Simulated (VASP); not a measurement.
# TiSi2 (Immm) in VASP: notebook, part 2 of 2

VASP 6.6.1. Earlier steps stand in the parts before.

### 3 Single point, PBEsol

INCAR reads:

```
PREC = Accurate
ENCUT = 520
EDIFF = 1E-7
ISMEAR = 0
SIGMA = 0.1
LREAL = False
LASPH = True
NELM = 60
ALGO = Normal
ISIF = 2
LWAVE = False
LCHARG = False
GGA = PS
NBANDS = 17
```

KPOINTS reads:

```
regular mesh
0
Gamma
  18 18 18
```

POSCAR reads:

```
TiSi2
1.0
   -1.4670367699      1.6943352577      4.1674685337
    1.4670367699     -1.6943352577      4.1674685337
    1.4670367699      1.6943352577     -4.1674685337
Ti Si
1 2
Direct
    0.0000000000      0.0000000000      0.0000000000
    0.3303789159      0.3303789159      0.0000000000
    0.6696210841      0.6696210841      0.0000000000
```

Potentials or basis: VASP PAW PBE potentials, release 64 (Ti_sv, Si).

Run with:

```bash
$ cat potpaw_PBE.64/Ti_sv/POTCAR potpaw_PBE.64/Si/POTCAR > POTCAR
$ mpirun -np 1 vasp_std > vasp.out
```

Wall time 23 min (1 thread of Intel Xeon 8259CL, shared host); peak memory 0.68 GiB.

It converged, with:

```
Free energy            : -21.3407 eV
Pressure               : 0.1 GPa
Largest force          : 0.003 eV/Å
Band gap on the k mesh : zero (bands 10 and 11 overlap by 2.45 eV)
```

Forces on the atoms (eV/Å):
```
Ti   0.000  0.000  0.000
Si   0.000  0.000 -0.003
Si   0.000  0.000  0.003
```

Levels at points of the mesh, in eV from the Fermi level:
```csv
k point,band 8,band 9,band 10,band 11,band 12,band 13
"(0.00, 0.00, 0.00)",-2.10,-0.64,0.74,2.20,2.47,3.28
"(0.50, 0.00, 0.00)",-3.75,-0.68,0.93,2.08,2.71,3.71
"(0.00, 0.50, 0.00)",-3.41,-0.93,-0.44,1.01,2.92,3.54
"(0.50, 0.50, 0.00)",-4.59,-2.92,-1.32,-0.63,2.91,3.04
"(0.50, 0.50, 0.50)",-1.20,-0.35,0.52,2.02,2.47,2.53
```

Caveat: the PAW data sets were made with another functional, which shifts forces and pressure a little.

### 4 Single point, PBEsol

INCAR is that of step 3.

KPOINTS is that of step 3.

POSCAR reads:

```
TiSi2
1.0
   -1.4670367768      1.6943352539      4.1674685307
    1.4670367768     -1.6943352539      4.1674685307
    1.4670367768      1.6943352539     -4.1674685307
Ti Si
1 2
Direct
    0.0000000000      0.0000000000      0.0000000000
    0.3303789149      0.3303789149      0.0000000000
    0.6696210851      0.6696210851      0.0000000000
```

Potentials or basis: VASP PAW PBE potentials, release 64 (Ti_sv, Si).

Run with:

```bash
$ cat potpaw_PBE.64/Ti_sv/POTCAR potpaw_PBE.64/Si/POTCAR > POTCAR
$ mpirun -np 1 vasp_std > vasp.out
```

OUTCAR:

```text
PREC = Accurate
   ENCUT = 520
   EDIFF = 1E-7
   ISMEAR = 0
   LREAL = False
   LASPH = True
   NELM = 60
   ISIF = 2
   GGA = PS

 ion  position               nearest neighbor table
   1  0.000  0.000  0.000-   3 2.65   3 2.65   3 2.65   2 2.65   3 2.65   2 2.65   2 2.65   2 2.65
                             2 2.75   3 2.75
   2  0.330  0.330  0.000-   3 2.61   3 2.61   3 2.61   3 2.61   1 2.65   1 2.65   1 2.65   1 2.65
                             1 2.75   3 2.83
   3  0.670  0.670  0.000-   2 2.61   2 2.61   2 2.61   2 2.61   1 2.65   1 2.65   1 2.65   1 2.65
                             1 2.75   2 2.83
[... 680 lines left out ...]
  Direction    XX          YY          ZZ          XY          YZ          ZX
  --------------------------------------------------------------------------------------
  -------------------------------------------------------------------------------------
  Total        0.0239835      0.0269065      0.0259473      0.0000000      0.0000000      0.0000000
  in kB        0.9273663      1.0403871      1.0032968      0.0000000      0.0000000      0.0000000
  external PRESSURE =       0.9903501 kB  Pullay stress =       0.0000000 kB

 VOLUME and BASIS-vectors are now :
 -----------------------------------------------------------------------------
  energy-cutoff  :      520.00
  volume of cell :       41.44
      direct lattice vectors                 reciprocal lattice vectors
    -1.467036777  1.694335254  4.167468531     0.000000000  0.295100984  0.119976911
     1.467036777 -1.694335254  4.167468531     0.340823085  0.000000000  0.119976911
     1.467036777  1.694335254 -4.167468531     0.340823085  0.295100984  0.000000000

 POSITION                                       TOTAL-FORCE (eV/Angst)
 -----------------------------------------------------------------------------------
      0.00000      0.00000      0.00000        -0.000000     -0.000000     -0.000000
      0.00000      0.00000      2.75369         0.000000     -0.000000     -0.003032
      0.00000      0.00000      5.58125         0.000000      0.000000      0.003032
 -----------------------------------------------------------------------------------
    total drift:                                0.000000     -0.000000      0.000000

  FREE ENERGIE OF THE ION-ELECTRON SYSTEM (eV)
  ---------------------------------------------------
  free  energy   TOTEN  =       -21.3407171122 eV

  energy  without entropy=      -21.3338240559  energy(sigma->0) =      -21.33727058
```

OSZICAR:

```text
N       E                     dE             d eps       ncg     rms          rms(c)
DAV:   1     0.130747470239E+03    0.13075E+03   -0.95817E+03 29418   0.122E+03
DAV:   2    -0.141535811430E+02   -0.14490E+03   -0.14103E+03 30187   0.318E+02
DAV:   3    -0.229355295346E+02   -0.87819E+01   -0.85867E+01 44722   0.716E+01
DAV:   4    -0.231778427261E+02   -0.24231E+00   -0.24163E+00 36263   0.109E+01
DAV:   5    -0.231854954727E+02   -0.76527E-02   -0.76510E-02 45866   0.183E+00    0.132E+01
DAV:   6    -0.217399265383E+02    0.14456E+01   -0.14994E+01 38022   0.344E+01    0.510E+00
DAV:   7    -0.213920195160E+02    0.34791E+00   -0.30091E+00 37250   0.146E+01    0.370E+00
DAV:   8    -0.213525728007E+02    0.39447E-01   -0.46245E-01 35052   0.616E+00    0.104E+00
DAV:   9    -0.213420516473E+02    0.10521E-01   -0.13364E-01 35065   0.358E+00    0.446E-01
DAV:  10    -0.213407350207E+02    0.13166E-02   -0.72803E-03 37493   0.690E-01    0.150E-01
DAV:  11    -0.213408105814E+02   -0.75561E-04   -0.27119E-03 39546   0.428E-01    0.131E-01
DAV:  12    -0.213407189560E+02    0.91625E-04   -0.60767E-04 35945   0.244E-01    0.135E-02
DAV:  13    -0.213407175632E+02    0.13928E-05   -0.13071E-05 34448   0.338E-02    0.139E-02
DAV:  14    -0.213407170693E+02    0.49385E-06   -0.25346E-06 35927   0.148E-02    0.145E-03
DAV:  15    -0.213407171122E+02   -0.42916E-07   -0.13849E-07 23800   0.256E-03
   1 F= -.21340717E+02 E0= -.21337271E+02  d E =-.689306E-02
```

Run time: 6.6 min. Hardware: 1 thread of Intel Xeon 6975P-C (Granite Rapids), shared host; peak memory 0.67 GiB.

Results:

- Free energy: -21.3407 eV
- Pressure: 0.1 GPa
- Largest force: 0.003 eV/Å
- Band gap on the k mesh: zero (bands 10 and 11 overlap by 2.45 eV)

Forces on the atoms (eV/Å):
```
Ti   0.000  0.000  0.000
Si   0.000  0.000 -0.003
Si   0.000  0.000  0.003
```

Caveat: the PAW data sets were made with another functional, which shifts forces and pressure a little.
